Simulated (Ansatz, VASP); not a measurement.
**HfC5 in VASP and in Ansatz**

```
Hf C
1.0
     4.84850    0.00000    0.00000
     0.00000    4.84850    0.00000
     0.00000    0.00000    3.01219
Hf C
1 5
Direct
  0.50000 0.50000 0.50000
  0.84042 0.84042 0.50000
  0.15958 0.15958 0.50000
  0.15958 0.84042 0.50000
  0.84042 0.15958 0.50000
  0.00000 0.00000 0.00000
```

Alike in both runs: functional PBE; k mesh 8 × 8 × 12; occupations gaussian, width 0.1 eV; no spin polarisation.

Ansatz relaxed the structure, and its values are those at the end. VASP's run is a single point on that final structure, the one shown.

```csv
,VASP,Ansatz
version,VASP 6.6.1,Ansatz 0.2.0
potentials or method,"VASP PAW PBE potentials, release 64 (Hf_pv, C), cutoff 520 eV","scalar-relativistic, plane waves, PAW"
valence electrons in the cell,30,46
```

```tsv
	VASP	Ansatz	Ansatz less VASP
gap on the k mesh at the Fermi level (eV)	none	none	-
pressure (GPa)	0.0	0.0	-0.03
rms of the force components (eV/Å)	0.051	0.000	-0.0503
```

A gap of «none» marks a metal or a gap that the smearing closes. VASP's potentials hold 30 valence electrons a cell and Ansatz's 46, so a difference there can come from the potentials and not from the codes.

Spin-orbit coupling is off throughout.
